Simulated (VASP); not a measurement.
# ZnO (P6_3/mmc) in VASP: further runs, part 2 of 2

VASP 6.6.1. The steps go on from the part before.

**5. Single point, PBEsol (strain +0.030 along x and y, +0.030 along z)**

INCAR reads:

```
ALGO = Normal ; EDIFF = 1E-7
ENCUT = 520 ; GGA = PS
ISIF = 2 ; ISMEAR = 0
LASPH = True ; LCHARG = True
LELF = True ; LREAL = False
LVHAR = True ; LWAVE = False
NBANDS = 26 ; NELM = 100
PREC = Accurate ; SIGMA = 0.05
```

KPOINTS reads:

```
k-points
0
Gamma
  9 9 4
```

POSCAR reads:

```
ZnO
1.0
    3.3866061734      0.0000000000      0.0000000000
   -1.6933030867      2.9328869788      0.0000000000
    0.0000000000      0.0000000000      7.3443545905
Zn O
2 2
Direct
    0.0000000000      0.0000000000      0.7500000000
    0.0000000000      0.0000000000      0.2500000000
    0.3333333333      0.6666666667      0.2500000000
    0.6666666667      0.3333333333      0.7500000000
```

Potentials or basis: VASP PAW PBE potentials, release 64 (Zn, O).

Started as:

```bash
> cat potpaw_PBE.64/Zn/POTCAR potpaw_PBE.64/O/POTCAR > POTCAR
> mpirun -np 1 vasp_std > vasp.out
```

OUTCAR:

```text
EDIFF = 1E-7
   ENCUT = 520
   GGA = PS
   ISIF = 2
   ISMEAR = 0
   LASPH = True
   LREAL = False
   NELM = 100
   PREC = Accurate

 ion  position               nearest neighbor table
   1  0.000  0.000  0.750-   4 1.96   4 1.96   4 1.96
   2  0.000  0.000  0.250-   3 1.96   3 1.96   3 1.96
   3  0.333  0.667  0.250-   2 1.96   2 1.96   2 1.96
   4  0.667  0.333  0.750-   1 1.96   1 1.96   1 1.96

  LATTYP: Found a hexagonal cell.
 ALAT       =     3.3866061734
 C/A-ratio  =     2.1686473757

  Lattice vectors:

 A1 = (   3.3866061734,   0.0000000000,   0.0000000000)
 A2 = (  -1.6933030867,   2.9328869788,   0.0000000000)
 A3 = (   0.0000000000,   0.0000000000,   7.3443545905)

Analysis of symmetry for initial positions (statically):
=====================================================================
 Subroutine PRICEL returns:
 Original cell was already a primitive cell.

 Routine SETGRP: Setting up the symmetry group for a
 hexagonal supercell.

 Subroutine GETGRP returns: Found 24 space group operations
 (whereof 12 operations were pure point group operations)
 out of a pool of 24 trial point group operations.

The static configuration has the point symmetry D_3d.
 The point group associated with its full space group is D_6h.

Analysis of symmetry for dynamics (positions and initial velocities):
=====================================================================
 Subroutine PRICEL returns:
 Original cell was already a primitive cell.

 Routine SETGRP: Setting up the symmetry group for a
 hexagonal supercell.

 Subroutine GETGRP returns: Found 24 space group operations
 (whereof 12 operations were pure point group operations)
 out of a pool of 24 trial point group operations.
[... 114 lines left out ...]
   POTIM  = 0.5000    time-step for ionic-motion
   TEBEG  =    0.0;   TEEND  =   0.0 temperature during run
   PSTRESS=    0.0 pullay stress
   NELECT =      36.0000    total number of electrons
   NUPDOWN=      -1.0000    fix difference up-down
   EMIN   =  10.00;   EMAX   =-10.00  energy-range for DOS
   EFERMI =   0.00;   METHOD = LEGACY
   ISMEAR =     0;   SIGMA  =   0.05  broadening in eV -4-tet -1-fermi 0-gaus
   EFERMI_NEDOS =   21; number of points for ismear=-14 and -15
   IALGO  =     38    algorithm
   IMIX   =      4    mixing-type and parameters
     AMIX     =   0.40;   BMIX     =  1.00
     AMIX_MAG =   1.60;   BMIX_MAG =  1.00
  volume/ion in A,a.u.               =      18.24       123.07
  Fermi-wavevector in a.u.,A,eV,Ry     =   1.293713  2.444762 22.771963  1.673692
  Thomas-Fermi vector in A             =   2.425341
   LORBIT       =      0    0 simple, 1 ext, 2 COOP (PROOUT), +10 PAW based schemes
   GGA     = PS    functional components
   LHFCALC =     F    Hartree Fock is set to
   AEXX    =    0.0000 exact exchange contribution
   IVDW    =     0    specifies the selected vdW correction
   LEPSILON=     F    determine dielectric tensor
   LRPA    =     F    only Hartree local field effects (RPA)
 non-spin polarized calculation
 Gauss-broadening in eV      SIGMA  =   0.05
  energy-cutoff  :      520.00
  volume of cell :       72.95
 maximum number of plane-waves:      1983
 NGX is ok and might be reduce to    28
   NGX = 13   NGY = 13   NGZ = 27

 number of electron      36.0000034 magnetization

 Free energy of the ion-electron system (eV)
  ---------------------------------------------------
  ext. energy  EPLUGINS =         0.00000000
  ---------------------------------------------------
  free energy    TOTEN  =       -17.99939504 eV

  energy without entropy =      -17.99939504  energy(sigma->0) =      -17.99939504

 E-fermi :  -1.3169     XC(G=0):  -8.7614

 val. band max:       -1.5412014192   @ k =   0.0000   0.0000   0.0000
 cond. band min:      -0.7968777758   @ k =   0.0000   0.0000   0.0000
 fundamental gap:      0.7443236435
 Fermi energy:        -1.3168537517

 k-point     1 :       0.0000    0.0000    0.0000
  band No.  band energies     occupation
      1     -18.3099      2.00000
      2     -18.2465      2.00000
      3      -7.2210      2.00000
      4      -7.2210      2.00000
      5      -7.2093      2.00000
      6      -7.2093      2.00000
[... 685 lines left out ...]
     25       8.0727      0.00000
     26       8.2793      0.00000

 [... further k-points ...]
[... 5 lines left out ...]
  --------------------------------------------------------------------------------------
  -------------------------------------------------------------------------------------
  Total       -6.5273227     -6.5273227     -0.3825493      0.0000000     -0.0000000      0.0000000
  in kB     -143.3613260   -143.3613260     -8.4020314      0.0000000     -0.0000000      0.0000000
  external PRESSURE =     -98.3748945 kB  Pullay stress =       0.0000000 kB

 VOLUME and BASIS-vectors are now :
 -----------------------------------------------------------------------------
  energy-cutoff  :      520.00
  volume of cell :       72.95
      direct lattice vectors                 reciprocal lattice vectors
     3.386606173  0.000000000  0.000000000     0.295280865  0.170480487  0.000000000
    -1.693303087  2.932886979  0.000000000     0.000000000  0.340960974  0.000000000
     0.000000000  0.000000000  7.344354591     0.000000000  0.000000000  0.136159003

 POSITION                                       TOTAL-FORCE (eV/Angst)
 -----------------------------------------------------------------------------------
      0.00000      0.00000      5.50827        -0.000000      0.000000     -0.000000
      0.00000      0.00000      1.83609         0.000000     -0.000000     -0.000000
     -0.00000      1.95526      1.83609         0.000000      0.000000      0.000000
      1.69330      0.97763      5.50827         0.000000      0.000000      0.000000
 -----------------------------------------------------------------------------------
    total drift:                                0.000000     -0.000000      0.000000

  FREE ENERGIE OF THE ION-ELECTRON SYSTEM (eV)
  ---------------------------------------------------
  free  energy   TOTEN  =       -17.9993950421 eV

  energy  without entropy=      -17.9993950421  energy(sigma->0) =      -17.99939504
```

Wall time 100 s (1 thread of Intel Xeon 8259CL, shared host); peak memory 0.22 GiB.

What came out:

* Free energy: -17.9994 eV
* Pressure: -9.8 GPa
* Band gap on the k mesh: 0.74 eV

Caveat: the cell differs from its parent crystal (strain +0.030 along x and y, +0.030 along z); the cell stands under tension; the PAW data sets were made with another functional, which shifts forces and pressure a little; an odd mesh through Γ misses points on the zone boundary, where band edges can lie.

**6. Summary**

| cell | gap on the mesh (eV) | pressure (GPa) |
| --- | --- | --- |
| a = 3.387, b = 3.387, c = 7.130 Å, angles 90.0, 90.0, 120.0°, 4 atoms | 0.69 | -10.1 |
| a = 3.337, b = 3.337, c = 7.344 Å, angles 90.0, 90.0, 120.0°, 4 atoms | 0.77 | -7.1 |
| a = 3.387, b = 3.387, c = 7.237 Å, angles 90.0, 90.0, 120.0°, 4 atoms | 0.72 | -10.0 |
| a = 3.387, b = 3.387, c = 7.344 Å, angles 90.0, 90.0, 120.0°, 4 atoms | 0.74 | -9.8 |

Alike in all rows: task single point; level PBEsol; potentials or basis VASP PAW PBE potentials, release 64 (Zn, O); no spin polarisation; k mesh 9 × 9 × 4; cutoff (eV) 520; smearing gaussian 0.05 eV.

Caveats: the cell stands under tension; the PAW data sets were made with another functional, which shifts forces and pressure a little; an odd mesh through Γ misses points on the zone boundary, where band edges can lie.

Absolute energies hang on the potentials; compare differences alone.
